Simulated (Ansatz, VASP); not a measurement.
## Two plane-wave programs on Sr

INCAR

```
SYSTEM = Sr
ALGO     = Normal         ! electronic algorithm
EDIFF    = 1E-6           ! SCF threshold, eV
ENCUT    = 500            ! plane-wave cutoff, eV
GGA_COMPAT= .False.      
ISIF     = 2              ! what is computed and relaxed
ISMEAR   = -1             ! smearing method
LASPH    = .True.         ! aspherical terms in the spheres
LCHARG   = .True.         ! write CHGCAR
LELF     = .True.         ! ELF
LREAL    = .False.        ! projectors in reciprocal space
LVHAR    = .True.       
LWAVE    = .False.        ! write WAVECAR
NBANDS   = 11             ! bands
NELM     = 120            ! most SCF steps
PREC     = Accurate       ! precision mode
SIGMA    = 0.1            ! smearing width, eV
```

The input KPOINTS:

```
k-points
0
Gamma
  9 9 9
  0 0 0
```

POSCAR

```
Sr
1.0
    0.0000000000      2.9028949114      2.9028949114
    2.9028949114      0.0000000000      2.9028949114
    2.9028949114      2.9028949114      0.0000000000
Sr
1
Direct
    0.0000000000      0.0000000000      0.0000000000
```

Input for Ansatz:

```yaml
crystal:
  lattice:
    - [0.0, 2.9028949114, 2.9028949114]
    - [2.9028949114, 0.0, 2.9028949114]
    - [2.9028949114, 2.9028949114, 0.0]
  atoms:
    - { symbol: Sr, position: [0.0, 0.0, 0.0] }
hamiltonian:
  xc: lda
  pseudopotentials:
    kind: paw
    azcp:
      Sr: "pseudopotentials/Sr.paw.azcp"
basis:
  ecutwfc: 420
  fft_grid_basis: typed
kpoints:
  mp_grid: { grid: [9, 9, 9], shift: [0, 0, 0] }
magnetization:
  spin_polarized: false
scf:
  occupations: { method: fermi_dirac, width: 0.1 }
  lower_state_search: "off"
output:
  stress: true
  write_density: true
  write_potential: true
  elf: true
  volumetric_format: npy
```

Alike in both runs: task single point; functional LDA; k mesh 9 × 9 × 9; occupations fermi-dirac, width 0.1 eV; no spin polarisation.

|  | VASP | Ansatz |
| --- | --- | --- |
| version | VASP 6.6.1 | Ansatz 0.2.0 |
| potentials or method | VASP PAW LDA potentials, release 64 (Sr_sv), cutoff 500 eV | plane waves (420 eV) with PAW, scalar-relativistic |
| valence electrons in the cell | 10 | 10 |

|  | VASP | Ansatz | Ansatz less VASP |
| --- | --- | --- | --- |
| pressure (GPa) | 0.0 | 0.0 | +0.01 |

Ansatz warns that its potentials were made for another functional, while VASP's fit it. LDA's correlation is that of Perdew and Zunger in VASP and of Perdew and Wang (1992) in Ansatz.
